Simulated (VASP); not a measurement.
A run of VASP 6.6.1:

File INCAR:

```
SYSTEM = C
PREC     = Accurate       ! precision mode
ENCUT    = 520            ! plane-wave cutoff, eV
EDIFF    = 1E-7           ! SCF threshold, eV
ISMEAR   = 0              ! smearing method
SIGMA    = 0.02           ! smearing width, eV
LREAL    = .FALSE.        ! projectors in reciprocal space
LASPH    = .TRUE.         ! aspherical terms in the spheres
NELM     = 60             ! most SCF steps
ALGO     = Normal         ! electronic algorithm
ISIF     = 2              ! what is computed and relaxed
LWAVE    = .FALSE.        ! write WAVECAR
LCHARG   = .TRUE.         ! write CHGCAR
GGA      = PE             ! functional
LELF     = .TRUE.         ! ELF
LVHAR    = .TRUE.       
NBANDS   = 11             ! bands
```

Contents of KPOINTS:

```
regular mesh
0
G
  22 14 8
  0 0 0
```

The input POSCAR:

```
C
1.0
    1.6502363283      0.0000000000     -0.0005241670
    0.0000000000      2.4644321797      0.0000000000
   -0.3918376049      0.0000000000      5.4320602257
C
2
Direct
    0.5191721381      0.2500000000      0.0803912725
    0.4808278619      0.7500000000      0.9196087275
```

Potentials or basis: VASP PAW PBE potentials, release 64 (C).

Command:

```console
$ cat potpaw_PBE.64/C/POTCAR > POTCAR
$ mpirun -np 1 vasp_std > vasp.out
```

Hardware: 1 thread of Intel(R) Xeon(R) 6975P-C (Granite Rapids) (shared host).

Task: Estimate the wall time of this run.

Result: It took 39 s on 1 thread of Intel(R) Xeon(R) 6975P-C (Granite Rapids), on a shared host, peak memory 0.23 GiB. Counts: scf iterations 14, k points 720.
